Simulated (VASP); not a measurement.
Write the native input for VASP 6.6.1 that does the following.

| Item | Value |
| --- | --- |
| Task | relaxation of cell and atoms |
| Functional | PBEsol |
| Potentials or basis | VASP PAW PBE potentials, release 64 (Ag) |
| Cutoff | 600 eV |
| k mesh | 18 × 18 × 18 |
| Occupations | gaussian, width 0.1 eV |
| Spin | no spin polarisation |
| Dipole correction | no |
| Further INCAR settings | ALGO = Normal; EDIFF = 1e-07; IBRION = 2; EDIFFG = -0.005; NSW = 100; ISIF = 3 |

The structure of Ag lies in POSCAR:

```
Ag
1.0
    0.0000000000      2.0521781806      2.0521781806
    2.0521781806      0.0000000000      2.0521781806
    2.0521781806      2.0521781806      0.0000000000
Ag
1
Direct
    0.0000000000      0.0000000000      0.0000000000
```

These files were run (other wordings do the same):

INCAR

```
SYSTEM = Ag
  PREC = Accurate
  ENCUT = 600
  EDIFF = 1E-7
  ISMEAR = 0
  SIGMA = 0.1
  LREAL = .False.
  LASPH = .True.
  NELM = 100
  ALGO = Normal
  ISIF = 3
  LWAVE = .False.
  LCHARG = .False.
  GGA = PS
  IBRION = 2
  NSW = 100
  EDIFFG = -0.005
```

KPOINTS

```
Automatic mesh
0
Gamma
  18 18 18
  0 0 0
```

Potentials or basis: VASP PAW PBE potentials, release 64 (Ag).

The run is started by

```bash
$ cat potpaw_PBE.64/Ag/POTCAR > POTCAR
$ mpirun -np 1 vasp_std > vasp.out
```

Results of the run:

The relaxed volume is 16.63 Å³/atom. The relaxed cell is a = 2.865 Å, b = 2.865 Å, c = 2.865 Å, α = 60.00°, β = 60.00°, γ = 60.00° and the space group after relaxing (to 0.05 Å) is Fm-3m (No. 225). The energy gained by relaxing is 8.9 meV/atom. The ionic steps are 3. The pressure after relaxing is 0.0 GPa.

Caveat: the PAW data sets were made with another functional, which shifts forces and pressure a little.

Run time: 2.5 min on 1 thread of AMD EPYC 7R13, on a shared host, peak memory 0.15 GiB.
